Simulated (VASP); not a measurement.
Input of a VASP 6.6.1 run:

The input POSCAR:

```
BiOs
1.0
    0.0000000000      2.8076395744      2.8076395744
    2.8076395744      0.0000000000      2.8076395744
    2.8076395744      2.8076395744      0.0000000000
Os Bi
1 1
Direct
    0.5000000000      0.5000000000      0.5000000000
    0.0000000000      0.0000000000      0.0000000000
```

Contents of INCAR.step1:

```
SYSTEM = BiOs
PREC = Accurate
ENCUT = 520
ISMEAR = 0
SIGMA = 0.05
LREAL = .FALSE.
LASPH = .TRUE.
NELM = 60
NBANDS = 18
GGA = PE
ALGO = Normal
EDIFF = 1E-4
LWAVE = .TRUE.
LCHARG = .FALSE.
```

The input INCAR.step2:

```
SYSTEM = BiOs
PREC = Accurate
ENCUT = 520
EDIFF = 1E-6
ISMEAR = 0
SIGMA = 0.05
LREAL = .FALSE.
LASPH = .TRUE.
NELM = 60
ALGO = Normal
ISIF = 2
LWAVE = .FALSE.
LCHARG = .FALSE.
METAGGA = R2SCAN
LMIXTAU = .TRUE.
NBANDS = 18
ISTART = 1
```

KPOINTS

```
Automatic mesh
0
G
  10 10 10
  0 0 0
```

Potentials or basis: VASP PAW PBE potentials, release 64 (Os, Bi_d).

Launch:

```sh
$ cat potpaw_PBE.64/Os/POTCAR potpaw_PBE.64/Bi_d/POTCAR > POTCAR
$ cp INCAR.step1 INCAR
$ mpirun -np 1 vasp_std > vasp.out
$ cp INCAR.step2 INCAR
$ mpirun -np 1 vasp_std > vasp.out
```

Q: What does it give for the pressure?

A: -4.5 GPa.

Q: What does it give for the band gap on the k mesh?

A: Zero (an odd number of electrons rules out a gap without spin polarisation).

Caveat: the cell stands under tension; the PAW data sets were made with another functional, which shifts forces and pressure a little; spin-orbit coupling is left out, which moves the levels of the heavy elements.
